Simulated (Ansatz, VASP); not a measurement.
# Two plane-wave programs on SnO2

```
Sn O
1.0
     4.72013    0.00000    0.00000
     0.00000    4.72063    0.00000
     0.00000    0.00000    3.18882
Sn O
2 4
Direct
  0.49349 0.49249 0.50000
  0.00652 0.99247 0.00000
  0.26848 0.34752 0.00000
  0.81657 0.20827 0.50000
  0.23147 0.84748 0.50000
  0.68338 0.70831 0.00000
```

Change from the starting cell: mode 4 frozen in at -0.090 Å and mode 7 at -0.174 Å (largest displacements).

Alike in both runs: task single point; functional LDA; k mesh 6 × 6 × 8; occupations gaussian, width 0.05 eV; no spin polarisation.

|  | VASP | Ansatz |
| --- | --- | --- |
| version | VASP 6.6.1 | Ansatz 0.2.0 |
| potentials or method | VASP PAW LDA potentials, release 64 (Sn_d, O), cutoff 520 eV | scalar-relativistic, plane waves, PAW |
| valence electrons in the cell | 52 | 52 |

Ansatz gave:

```
gap on the k mesh at the Fermi level (eV)                     : 1.20
least direct gap on the mesh (eV)                             : 1.20
pressure (GPa)                                                : -1.3
traceless stress, the component that is largest in VASP (GPa) : 0.98
rms of the force components (eV/Å)                            : 0.371
```

Problem. What did VASP give for the same quantities?

Solution. gap on the k mesh at the Fermi level (eV): 1.22; least direct gap on the mesh (eV): 1.22; pressure (GPa): 0.0; traceless stress, the component that is largest in VASP (GPa): 1.36; rms of the force components (eV/Å): 0.373.

Ansatz warns that its potentials were made for another functional, while VASP's fit it. LDA's correlation is that of Perdew and Zunger in VASP and of Perdew and Wang (1992) in Ansatz. Atom by atom the forces differ by 0.017 eV/Å (rms over components).
